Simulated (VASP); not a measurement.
Mg5Zn19O24: single point with PBEsol

Mg5Zn19O24:

```xyz
96
Lattice="9.7151 0.0000 0.0000 0.0000 11.2254 0.0000 0.0000 0.0000 10.3855" Properties=species:S:1:pos:R:3 pbc="T T T"
Zn    1.5931    0.9335    2.5921
Zn    1.6493    0.9270    7.7736
Zn    9.7022    3.7288    2.5916
Zn    0.0225    3.7641    7.7684
Zn    4.8796    0.9213    2.5789
Zn    4.8530    0.9326    7.7713
Zn    3.2502    3.7347    2.6037
Zn    1.6315    6.5466    2.6032
Zn    0.0012    9.3696    2.6000
Zn    8.1009    0.9572    2.5842
Zn    8.0754    0.9198    7.7765
Zn    6.4767    3.7444    2.5953
Zn    4.8503    6.5409    2.5810
Zn    4.8599    6.5470    7.7658
Zn    3.2435    9.3533    7.7841
Zn    8.0824    6.5418    2.5845
Zn    8.1221    6.5630    7.7645
Zn    6.4667    9.3472    2.5793
Zn    6.4833    9.3600    7.7725
Zn    9.7038    1.8737    5.1951
Zn    3.2383    1.8679    0.0080
Zn    1.6195    4.6852    0.0130
Zn    0.0043    7.4905    0.0161
Zn    6.4741    1.8643    5.1794
Zn    6.4766    1.8758   10.3661
Zn    4.8426    4.6813    5.1938
Zn    4.8603    4.6636   10.3782
Zn    3.2333    7.4961    5.1909
Zn    3.2361    7.4668   10.3790
Zn    1.6107   10.2895    5.1862
Zn    1.6118   10.2954   10.3764
Zn    8.0950    4.6780    5.1767
Zn    8.0976    4.6843   10.3664
Zn    6.4653    7.4719    5.1746
Zn    6.4735    7.4780   10.3625
Zn    4.8535   10.2670    5.1788
Zn    4.8645   10.2937   10.3679
Zn    8.0904   10.2902    0.0038
Mg    3.2288    3.7337    7.7835
Mg    1.6038    6.5435    7.7779
Mg    9.7003    9.3612    7.7842
Mg    6.4914    3.7547    7.7620
Mg    3.2348    9.3560    2.5727
Mg    0.0009    1.8759   10.3476
Mg    3.2521    1.8415    5.1619
Mg    1.6241    4.6728    5.1623
Mg    9.7085    7.4907    5.1614
Mg    8.0749   10.3099    5.1605
O     9.7137    1.8752    1.9382
O     0.0015    1.8685    7.1833
O     3.2390    1.8593    1.9902
O     3.2463    1.8738    7.1374
O     1.6205    4.6711    1.9942
O     1.6351    4.6840    7.1388
O     0.0006    7.4864    1.9950
O     0.0110    7.5028    7.1392
O     6.4785    1.8809    1.9593
O     6.4726    1.8780    7.1587
O     4.8585    4.6720    1.9689
O     4.8539    4.6704    7.1717
O     3.2369    7.4832    1.9690
O     3.2333    7.4827    7.1697
O     1.6150   10.2927    1.9679
O     1.6180   10.2822    7.1676
O     8.0934    4.6752    1.9614
O     8.1094    4.6878    7.1559
O     6.4700    7.4783    1.9566
O     6.4818    7.4838    7.1571
O     4.8561   10.2843    1.9577
O     4.8575   10.2866    7.1590
O     8.0900   10.2977    1.9849
O     8.0936   10.2906    7.1352
O     1.6086    0.9357    4.5688
O     1.6246    0.9365    9.7541
O     9.7127    3.7390    4.5649
O     0.0056    3.7516    9.7529
O     4.8701    0.9118    4.5559
O     4.8551    0.9391    9.7528
O     3.2388    3.7205    4.5809
O     3.2321    3.7375    9.7616
O     1.6149    6.5480    4.5823
O     1.6122    6.5477    9.7556
O     9.6973    9.3643    4.5795
O     9.7087    9.3552    9.7591
O     8.0932    0.9497    4.5568
O     8.0933    0.9305    9.7562
O     6.4674    3.7434    4.5758
O     6.4816    3.7438    9.7393
O     4.8439    6.5461    4.5606
O     4.8556    6.5374    9.7516
O     3.2276    9.3572    4.5486
O     3.2365    9.3487    9.7701
O     8.0897    6.5457    4.5589
O     8.1034    6.5566    9.7513
O     6.4717    9.3414    4.5567
O     6.4791    9.3516    9.7514
```

```yaml
Program: VASP 6.6.1
Task: single point
Functional: PBEsol
Potentials_or_basis: VASP PAW PBE potentials, release 64 (Zn, Mg, O)
Cutoff: 700 eV
k_mesh: 1 × 1 × 1, shifted
Occupations: fermi-dirac, width 0.05 eV
Spin: no spin polarisation
Dipole_correction: no
Further_INCAR_settings: LREAL = Auto; ALGO = Normal; EDIFF = 1e-06; NBANDS = 436; ISYM = -1
```

| Property | Result |
| --- | --- |
| Pressure | 0.6 GPa |
| Largest force | 0.084 eV/Å |
| Band gap on the k mesh | 2.09 eV |

Forces in eV/Å, atoms in the order of the input:
```
Zn   0.005  0.001  0.002
Zn  -0.005  0.005 -0.005
Zn  -0.002  0.000 -0.004
Zn  -0.002 -0.004 -0.004
Zn  -0.009  0.001 -0.001
Zn   0.000 -0.003  0.000
Zn   0.001  0.001  0.002
Zn  -0.004 -0.002  0.001
Zn  -0.002  0.002  0.003
Zn   0.000 -0.006 -0.003
Zn   0.010  0.000  0.001
Zn   0.001  0.000 -0.001
Zn   0.000  0.001  0.002
Zn  -0.003 -0.004  0.001
Zn  -0.004  0.001 -0.001
Zn   0.008 -0.002 -0.002
Zn   0.000 -0.003  0.001
Zn   0.000  0.004 -0.001
Zn   0.001  0.003 -0.004
Zn   0.003 -0.001  0.004
Zn  -0.001  0.001 -0.002
Zn   0.000 -0.001 -0.001
Zn   0.001 -0.001 -0.004
Zn  -0.003 -0.001  0.004
Zn   0.002 -0.001  0.001
Zn   0.000 -0.003  0.004
Zn   0.000  0.003 -0.006
Zn   0.001  0.000  0.000
Zn  -0.001  0.004 -0.003
Zn  -0.002 -0.008 -0.002
Zn  -0.002 -0.003 -0.007
Zn   0.001  0.001  0.004
Zn   0.000 -0.002  0.001
Zn   0.003 -0.002  0.004
Zn   0.000  0.001  0.003
Zn   0.001  0.003  0.002
Zn  -0.002 -0.003  0.003
Zn  -0.002 -0.007  0.001
Mg   0.000  0.000  0.000
Mg   0.001  0.001 -0.001
Mg  -0.001 -0.002 -0.001
Mg  -0.001  0.001  0.003
Mg   0.001 -0.001  0.001
Mg  -0.001 -0.001  0.000
Mg   0.000  0.000  0.004
Mg  -0.001  0.002  0.005
Mg   0.000  0.000  0.004
Mg   0.000 -0.002  0.004
O    0.001  0.003 -0.071
O    0.001  0.002  0.007
O    0.000  0.000  0.007
O    0.001  0.069 -0.048
O    0.001 -0.005  0.006
O    0.057  0.031 -0.023
O    0.000  0.002  0.007
O    0.059  0.032 -0.024
O    0.000  0.002  0.000
O   -0.001  0.068  0.021
O   -0.001 -0.001  0.002
O    0.002 -0.066  0.045
O   -0.001  0.070  0.023
O   -0.054 -0.028  0.024
O    0.057 -0.031  0.021
O   -0.055 -0.034  0.021
O    0.000  0.001  0.000
O   -0.052 -0.034  0.021
O   -0.002  0.004 -0.001
O    0.003  0.005  0.003
O   -0.055 -0.032  0.019
O    0.000  0.001  0.001
O    0.000  0.000  0.003
O    0.057 -0.031 -0.047
O    0.053  0.034  0.020
O   -0.053  0.035  0.019
O    0.056  0.031  0.022
O    0.001 -0.065  0.017
O   -0.051  0.029  0.022
O   -0.002  0.002 -0.002
O   -0.055 -0.034  0.041
O   -0.003 -0.002 -0.064
O   -0.054 -0.030  0.038
O   -0.003  0.001 -0.066
O   -0.056 -0.034  0.040
O   -0.001  0.000 -0.067
O    0.002 -0.063  0.021
O    0.054  0.035  0.019
O   -0.001 -0.002 -0.001
O    0.001  0.000 -0.063
O   -0.004  0.001  0.000
O    0.000  0.003 -0.002
O   -0.003 -0.002 -0.063
O    0.000 -0.003  0.000
O    0.053  0.034  0.023
O    0.002  0.001 -0.003
O    0.055  0.031  0.022
O    0.002  0.000 -0.001
```

Stress tensor (GPa, compression positive):
```
 0.55 -0.09  0.01
-0.09  0.54  0.00
 0.01  0.00  0.59
```

Levels at points of the mesh, in eV from the valence-band top:
```csv
k point,band 379,band 380,band 381,band 382,band 383,band 384,band 385,band 386
"(0.25, 0.25, 0.25)",-0.25,-0.19,-0.08,0.00,2.09,3.18,3.36,3.46
```

Wall time 7.3 min on 4 MPI ranks on Intel(R) Xeon(R) 6975P-C (Granite Rapids), with other jobs on the host, peak memory 0.66 GiB a rank.

Caveat: the PAW data sets were made with another functional, which shifts forces and pressure a little; a shifted mesh leaves out Γ, where band edges can lie. A k mesh can miss the band edges.
